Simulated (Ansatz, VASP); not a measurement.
**One calculation of Al3N, two programs**

```
CELL_PARAMETERS angstrom
4.80497 0.00000 0.00000
0.00000 4.80497 0.00000
0.00000 0.00000 4.80497
ATOMIC_POSITIONS crystal
Al 0.00000 0.50000 0.25000
Al 0.00000 0.50000 0.75000
Al 0.50000 0.75000 0.00000
Al 0.50000 0.25000 0.00000
Al 0.75000 0.00000 0.50000
Al 0.25000 0.00000 0.50000
N 0.50000 0.50000 0.50000
N 0.00000 0.00000 0.00000
```

Change from the starting cell: species swapped into the SiMo3 type (Pm-3n, No. 223).

Alike in both runs: functional PBE; k mesh 4 × 4 × 4; occupations gaussian, width 0.2 eV; no spin polarisation.

Ansatz relaxed the structure, and its values are those at the end. VASP's run is a single point on that final structure, the one shown.

|  | VASP | Ansatz |
| --- | --- | --- |
| version | VASP 6.6.1 | Ansatz 0.2.0 |
| potentials or method | VASP PAW PBE potentials, release 64 (Al, N), cutoff 520 eV | scalar-relativistic, plane waves, PAW |
| valence electrons in the cell | 28 | 28 |

```tsv
	VASP	Ansatz	Ansatz less VASP
gap on the k mesh at the Fermi level (eV)	none	none	-
pressure (GPa)	0.1	0.1	+0.06
```

A gap of «none» marks a metal or a gap that the smearing closes. The functional is the same, so the differences come from potentials, cutoffs and numerics.
